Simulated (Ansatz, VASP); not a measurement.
**Two plane-wave programs on MgTe**

The input INCAR:

```
SYSTEM = MgTe
PREC = Accurate
ENCUT = 600
EDIFF = 1E-6
ISMEAR = 0
SIGMA = 0.02
LREAL = .FALSE.
LASPH = .TRUE.
NELM = 120
ALGO = Normal
ISIF = 2
LWAVE = .FALSE.
LCHARG = .FALSE.
GGA = PS
NBANDS = 16
GGA_COMPAT = .FALSE.
```

File KPOINTS:

```
regular mesh
0
G
  6 6 4
  0 0 0
```

The input POSCAR:

```
MgTe
1.0
    4.5620277146      0.0000000000      0.0000000000
   -2.2810138573      3.9508318936      0.0000000000
    0.0000000000      0.0000000000      7.4079165982
Mg Te
2 2
Direct
    0.6666666667      0.3333333333      0.4989921008
    0.3333333333      0.6666666667      0.9989921008
    0.3333333333      0.6666666667      0.3760068992
    0.6666666667      0.3333333333      0.8760068992
```

Input for Ansatz:

```yaml
crystal:
  lattice:
    - [4.5620277146, 0.0, 0.0]
    - [-2.2810138573, 3.9508318936, 0.0]
    - [0.0, 0.0, 7.4079165982]
  atoms:
    - { symbol: Mg, position: [0.6666666667, 0.3333333333, 0.4989921008] }
    - { symbol: Mg, position: [0.3333333333, 0.6666666667, 0.9989921008] }
    - { symbol: Te, position: [0.3333333333, 0.6666666667, 0.3760068992] }
    - { symbol: Te, position: [0.6666666667, 0.3333333333, 0.8760068992] }
basis:
  ecutwfc: 420
kpoints:
  mp_grid: { grid: [6, 6, 4] }
  band_path: { path: [VBM, CBM], npoints: 2 }
hamiltonian:
  xc: pbesol
scf:
  occupations: { method: gaussian, width: 0.02 }
output:
  forces: true
  stress: true
  eigenvalues: true
checkpoint:
  read: start.run
  write: ck
  compress: false
  write_wavefunctions: false
  write_every: 100000
```

Alike in both runs: task single point; functional PBEsol; k mesh 6 × 6 × 4; occupations gaussian, width 0.02 eV; no spin polarisation.

```csv
,VASP,Ansatz
version,VASP 6.6.1,Ansatz 0.2.0
potentials or method,"VASP PAW PBE potentials, release 64 (Mg, Te), cutoff 600 eV","scalar-relativistic, plane waves, PAW"
valence electrons in the cell,16,52
```

|  | VASP | Ansatz | Ansatz less VASP |
| --- | --- | --- | --- |
| gap on the k mesh at the Fermi level (eV) | 2.39 | 2.38 | -0.002 |
| least direct gap on the mesh (eV) | 2.39 | 2.38 | -0.002 |
| pressure (GPa) | 0.0 | 0.0 | -0.03 |

VASP's potentials were made for PBE, not for PBEsol. With one functional, cell and mesh, what is left measures potentials, basis and numerics. VASP's potentials hold 16 valence electrons a cell and Ansatz's 52, so a difference there can come from the potentials and not from the codes.

Neither program's run includes spin-orbit coupling.
